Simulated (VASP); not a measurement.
# HfH3 (Pm-3m) in VASP: a series of runs, part 2 of 2

VASP 6.6.1. Earlier steps stand in the parts before.

## Step 3: Single point, PBEsol

This run uses another cell than the first one, of 7.63 Å³/atom, 1.030 times its volume.

Contents of INCAR:

```
SYSTEM = HfH3
ALGO = Normal
EDIFF = 1E-6
ENCUT = 520
GGA = PS
ISIF = 2
ISMEAR = -1
LASPH = .TRUE.
LCHARG = .TRUE.
LELF = .TRUE.
LREAL = .FALSE.
LVHAR = .TRUE.
LWAVE = .FALSE.
NBANDS = 14
NELM = 80
PREC = Accurate
SIGMA = 0.05
```

Contents of KPOINTS:

```
k-points
0
G
  8 8 8
  0 0 0
```

Contents of POSCAR:

```
HfH3
1.0
    3.1251408391      0.0000000000      0.0000000000
    0.0000000000      3.1251408391      0.0000000000
    0.0000000000      0.0000000000      3.1251408391
Hf H
1 3
Direct
    0.0000000000      0.0000000000      0.0000000000
    0.0000000000      0.5000000000      0.5000000000
    0.5000000000      0.0000000000      0.5000000000
    0.5000000000      0.5000000000      0.0000000000
```

Potentials or basis: VASP PAW PBE potentials, release 64 (Hf_pv, H).

On the command line:

```sh
$ cat potpaw_PBE.64/Hf_pv/POTCAR potpaw_PBE.64/H/POTCAR > POTCAR
$ mpirun -np 1 vasp_std > vasp.out
```

OUTCAR:

```text
SYSTEM = HfH3
   EDIFF = 1E-6
   ENCUT = 520
   GGA = PS
   ISIF = 2
   ISMEAR = -1
   LASPH = .TRUE.
   LREAL = .FALSE.
   NELM = 80
   PREC = Accurate

 ion  position               nearest neighbor table
   1  0.000  0.000  0.000-   2 2.21   3 2.21   4 2.21   2 2.21   3 2.21   2 2.21   4 2.21   2 2.21
                             3 2.21   4 2.21   3 2.21   4 2.21
   2  0.000  0.500  0.500-   1 2.21   1 2.21   1 2.21   1 2.21
   3  0.500  0.000  0.500-   1 2.21   1 2.21   1 2.21   1 2.21
   4  0.500  0.500  0.000-   1 2.21   1 2.21   1 2.21   1 2.21

  LATTYP: Found a simple cubic cell.
 ALAT       =     3.1251408391

  Lattice vectors:

 A1 = (   3.1251408391,   0.0000000000,   0.0000000000)
 A2 = (   0.0000000000,   3.1251408391,   0.0000000000)
 A3 = (   0.0000000000,   0.0000000000,   3.1251408391)

Analysis of symmetry for initial positions (statically):
=====================================================================
 Subroutine PRICEL returns:
 Original cell was already a primitive cell.

 Routine SETGRP: Setting up the symmetry group for a
 simple cubic supercell.

 Subroutine GETGRP returns: Found 48 space group operations
 (whereof 48 operations were pure point group operations)
 out of a pool of 48 trial point group operations.

The static configuration has the point symmetry O_h .

Analysis of symmetry for dynamics (positions and initial velocities):
=====================================================================
 Subroutine PRICEL returns:
 Original cell was already a primitive cell.

 Routine SETGRP: Setting up the symmetry group for a
 simple cubic supercell.

 Subroutine GETGRP returns: Found 48 space group operations
 (whereof 48 operations were pure point group operations)
 out of a pool of 48 trial point group operations.

The dynamic configuration has the point symmetry O_h .

 Subroutine INISYM returns: Found 48 space group operations
 (whereof 48 operations are pure point group operations),
 and found     1 'primitive' translations

----------------------------------------------------------------------------------------
[... 133 lines left out ...]
   NGX = 11   NGY = 11   NGZ = 11

 number of electron      13.0000001 magnetization

 Free energy of the ion-electron system (eV)
  ---------------------------------------------------
  ext. energy  EPLUGINS =         0.00000000
  ---------------------------------------------------
  free energy    TOTEN  =       -21.56336141 eV

  energy without entropy =      -21.55837297  energy(sigma->0) =      -21.56086719

 E-fermi :   4.5366     XC(G=0): -11.3029

 val. band max:        4.4831495499   @ k =   0.3750   0.1250   0.0000
 cond. band min:       4.5648507133   @ k =   0.5000   0.0000   0.0000
 fundamental gap:      0.0817011633
 Fermi energy:         4.5365878679

 k-point     1 :       0.0000    0.0000    0.0000
  band No.  band energies     occupation
      1     -26.4130      2.00000
      2     -26.4130      2.00000
      3     -26.4130      2.00000
      4      -6.6850      2.00000
      5       0.2893      2.00000
      6       0.2893      2.00000
      7       8.8286      0.00000
      8       8.8286      0.00000
      9       8.8286      0.00000
     10      10.6678      0.00000
     11      10.6678      0.00000
     12      12.3922      0.00000
     13      12.3922      0.00000
     14      12.3922      0.00000
[... 377 lines left out ...]
      1     -26.8782      2.00000
      2     -26.7943      2.00000
      3     -26.4000      2.00000
      4      -2.3323      2.00000
      5      -0.4174      2.00000
      6       0.4337      2.00000
      7       3.4729      2.00000
      8       6.7050      0.00000
      9       6.7515      0.00000
     10      10.4747      0.00000
     11      12.0876      0.00000
     12      12.3110      0.00000
     13      13.1317      0.00000
     14      16.7071      0.00000

 [... further k-points ...]

------------------------ aborting loop because EDIFF is reached ----------------------------------------

  FORCE on cell =-STRESS in cart. coord.  units (eV):
  Direction    XX          YY          ZZ          XY          YZ          ZX
  --------------------------------------------------------------------------------------
  -------------------------------------------------------------------------------------
  Total       -1.8415275     -1.8415275     -1.8415275      0.0000000      0.0000000     -0.0000000
  in kB      -96.6673917    -96.6673917    -96.6673917      0.0000000      0.0000000     -0.0000000
  external PRESSURE =     -96.6673917 kB  Pullay stress =       0.0000000 kB

 VOLUME and BASIS-vectors are now :
 -----------------------------------------------------------------------------
  energy-cutoff  :      520.00
  volume of cell :       30.52
      direct lattice vectors                 reciprocal lattice vectors
     3.125140839  0.000000000  0.000000000     0.319985579  0.000000000  0.000000000
     0.000000000  3.125140839  0.000000000     0.000000000  0.319985579  0.000000000
     0.000000000  0.000000000  3.125140839     0.000000000  0.000000000  0.319985579

 POSITION                                       TOTAL-FORCE (eV/Angst)
 -----------------------------------------------------------------------------------
      0.00000      0.00000      0.00000         0.000000      0.000000      0.000000
      0.00000      1.56257      1.56257         0.000000      0.000000      0.000000
      1.56257      0.00000      1.56257         0.000000      0.000000      0.000000
      1.56257      1.56257      0.00000         0.000000      0.000000      0.000000
 -----------------------------------------------------------------------------------
    total drift:                                0.000000      0.000000     -0.000000

  FREE ENERGIE OF THE ION-ELECTRON SYSTEM (eV)
  ---------------------------------------------------
  free  energy   TOTEN  =       -21.5633614085 eV

  energy  without entropy=      -21.5583729749  energy(sigma->0) =      -21.56086719
```

Run time: 10 s. Hardware: 1 thread of Intel Xeon Platinum 8259CL at 2.50GHz (Skylake/Cascade Lake), shared host; peak memory 0.14 GiB.

Results:

| Property | Result |
| --- | --- |
| Free energy | -21.5634 eV |
| Pressure | -9.7 GPa |

Levels at points of the mesh, in eV from the Fermi level:
| k point | band 3 | band 4 | band 5 | band 6 | band 7 | band 8 | band 9 | band 10 |
| --- | --- | --- | --- | --- | --- | --- | --- | --- |
| (0.00, 0.00, 0.00) | -30.95 | -11.22 | -4.25 | -4.25 | 4.29 | 4.29 | 4.29 | 6.13 |
| (0.50, 0.00, 0.00) | -30.90 | -7.56 | -6.91 | -1.42 | 0.03 | 1.11 | 1.11 | 4.61 |
| (0.50, 0.50, 0.00) | -30.86 | -7.02 | -3.91 | -3.91 | -2.26 | 1.82 | 1.82 | 6.14 |
| (0.50, 0.50, 0.50) | -31.34 | -6.01 | -6.01 | -6.01 | 3.42 | 5.23 | 5.23 | 5.23 |

Caveat: the PAW data sets were made with another functional, which shifts forces and pressure a little; spin-orbit coupling is left out, which moves the levels of the heavy elements.

## Step 4: Single point, PBEsol

This run uses another cell than the first one, of 7.85 Å³/atom, 1.059 times its volume.

Contents of INCAR:

```
SYSTEM = HfH3
ALGO = Normal
EDIFF = 1E-7
ENCUT = 520
GGA = PS
ISIF = 2
ISMEAR = -1
LASPH = .True.
LCHARG = .False.
LREAL = .False.
LWAVE = .False.
NBANDS = 14
NELM = 80
PREC = Accurate
SIGMA = 0.05
```

Contents of KPOINTS:

```
k-points
0
Gamma
  8 8 8
  0 0 0
```

Contents of POSCAR:

```
HfH3
1.0
    3.1549058766      0.0000000000      0.0000000000
    0.0000000000      3.1549058766      0.0000000000
    0.0000000000      0.0000000000      3.1549058766
Hf H
1 3
Direct
    0.0000000000      0.0000000000      0.0000000000
    0.0000000000      0.5000000000      0.5000000000
    0.5000000000      0.0000000000      0.5000000000
    0.5000000000      0.5000000000      0.0000000000
```

On the command line:

```sh
$ cat potpaw_PBE.64/Hf_pv/POTCAR potpaw_PBE.64/H/POTCAR > POTCAR
$ mpirun -np 1 vasp_std > vasp.out
```

Wall time 8.9 s (1 thread of Intel Xeon Platinum 8259CL at 2.50GHz (Skylake/Cascade Lake), shared host); peak memory 0.14 GiB.

The run converged. Its results:

| Property | Result |
| --- | --- |
| Free energy | -21.5026 eV |
| Pressure | -12.7 GPa |

Levels at points of the mesh, in eV from the Fermi level:
```csv
k point,band 3,band 4,band 5,band 6,band 7,band 8,band 9,band 10
"(0.00, 0.00, 0.00)",-31.03,-11.03,-4.14,-4.14,4.15,4.15,4.15,5.95
"(0.50, 0.00, 0.00)",-30.99,-7.43,-6.82,-1.37,0.02,1.10,1.10,4.45
"(0.50, 0.50, 0.00)",-30.95,-6.84,-3.89,-3.89,-2.23,1.77,1.77,5.93
"(0.50, 0.50, 0.50)",-31.38,-5.87,-5.87,-5.87,3.47,5.03,5.03,5.03
```

Caveat: the PAW data sets were made with another functional, which shifts forces and pressure a little; spin-orbit coupling is left out, which moves the levels of the heavy elements.

## Step 5: Overview

```tsv
cell	gap on the mesh (eV)	pressure (GPa)
a = 3.095 Å, 4 atoms	none	-6.2
a = 3.125 Å, 4 atoms	none	-9.7
a = 3.155 Å, 4 atoms	none	-12.7
```

Alike in all rows: task single point; level PBEsol; potentials or basis VASP PAW PBE potentials, release 64 (Hf_pv, H); no spin polarisation; k mesh 8 × 8 × 8; cutoff (eV) 520; smearing fermi-dirac 0.05 eV.

Caveats: the PAW data sets were made with another functional, which shifts forces and pressure a little; spin-orbit coupling is left out, which moves the levels of the heavy elements.

Absolute energies hang on the potentials; compare differences alone.
